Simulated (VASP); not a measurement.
# HBr: single point with PBEsol

The system is HBr.

```
H Br
1.0
     0.00000    2.82000    3.03150
     2.77750    0.00000    3.03150
     2.77750    2.82000    0.00000
H Br
1 1
Cartesian
  0.0000 0.0000 0.0000
  2.7775 2.8200 3.0315
```

| Property | Result |
| --- | --- |
| Program | VASP 6.6.1 |
| Task | single point |
| Functional | PBEsol |
| Potentials or basis | VASP PAW PBE potentials, release 64 (H, Br) |
| Cutoff | 520 eV |
| k mesh | 9 × 9 × 9 |
| Occupations | fermi-dirac, width 0.03 eV |
| Spin | no spin polarisation |
| Dipole correction | no |
| Further INCAR settings | ALGO = Normal; EDIFF = 1e-07; NBANDS = 11 |

| Quantity | Value |
| --- | --- |
| Pressure | -8.5 GPa |
| Band gap on the k mesh | zero (band 4 reaches -2.01 eV, above the bottom of band 5 at -2.40 eV) |

Stress tensor (GPa, compression positive):
```
-10.73   0.00   0.00
  0.00  -9.48   0.00
  0.00   0.00  -5.28
```

Levels at points of the mesh, in eV from the Fermi level:
| k point | band 2 | band 3 | band 4 | band 5 | band 6 | band 7 |
| --- | --- | --- | --- | --- | --- | --- |
| (0.00, 0.00, 0.00) | -0.51 | -0.07 | -0.03 | 0.05 | 9.75 | 10.86 |

It took 46 s on 1 thread of Intel(R) Xeon(R) Platinum 8488C (Sapphire Rapids), with other jobs on the host, peak memory 0.21 GiB.

Caveat: the PAW data sets were made with another functional, which shifts forces and pressure a little.
